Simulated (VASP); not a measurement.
Write the native input for VASP 6.6.1 that does the following.

```
Task                   : relaxation of cell and atoms
Functional             : PBE
Potentials or basis    : VASP PAW PBE potentials, release 64 (Sn_d, Te)
Cutoff                 : 600 eV
k mesh                 : 12 × 12 × 16
Occupations            : gaussian, width 0.1 eV
Spin                   : no spin polarisation
Dipole correction      : no
Further INCAR settings : ALGO = Normal; EDIFF = 1e-06; IBRION = 2; EDIFFG = -0.01; NSW = 100; ISIF = 3
```

The structure of SnTe lies in POSCAR:

```
SnTe
1.0
    4.4033879386      0.0000000000      0.0000000000
    0.0000000000      4.4033879386      0.0000000000
    0.0000000000      0.0000000000      3.3526280858
Sn Te
1 1
Direct
    0.0000000000      0.0000000000      0.0000000000
    0.5000000000      0.5000000000      0.0000000000
```

The cell was generated, and may not be a known phase.

These files were run (other wordings do the same):

INCAR

```
SYSTEM = SnTe
PREC = Accurate
ENCUT = 600
EDIFF = 1E-6
ISMEAR = 0
SIGMA = 0.1
LREAL = .False.
LASPH = .True.
NELM = 100
ALGO = Normal
ISIF = 3
LWAVE = .False.
LCHARG = .False.
GGA = PE
IBRION = 2
NSW = 100
EDIFFG = -0.01
```

KPOINTS

```
Automatic mesh
0
Gamma
  12 12 16
  0 0 0
```

Potentials or basis: VASP PAW PBE potentials, release 64 (Sn_d, Te).

Launch:

```bash
$ cat potpaw_PBE.64/Sn_d/POTCAR potpaw_PBE.64/Te/POTCAR > POTCAR
$ mpirun -np 1 vasp_std > vasp.out
```

It gave:

```yaml
Relaxed_volume: 32.06 Å³/atom
Relaxed_cell: a = 4.484 Å, b = 4.484 Å, c = 3.189 Å, α = 90.00°, β = 90.00°, γ = 90.00°
Space_group_after_relaxing_to_0.1_Å: P4/mmm (No. 123)
Energy_gained_by_relaxing: 27.0 meV/atom
Ionic_steps: 9
Pressure_after_relaxing: 0.0 GPa
Band_gap_on_the_k_mesh: zero (bands 10 and 11 overlap by 4.95 eV)
```

Caveat: spin-orbit coupling is left out, which moves the levels of the heavy elements.

It took 27 min on 1 thread of Intel Xeon 8259CL (shared host), peak memory 0.45 GiB.
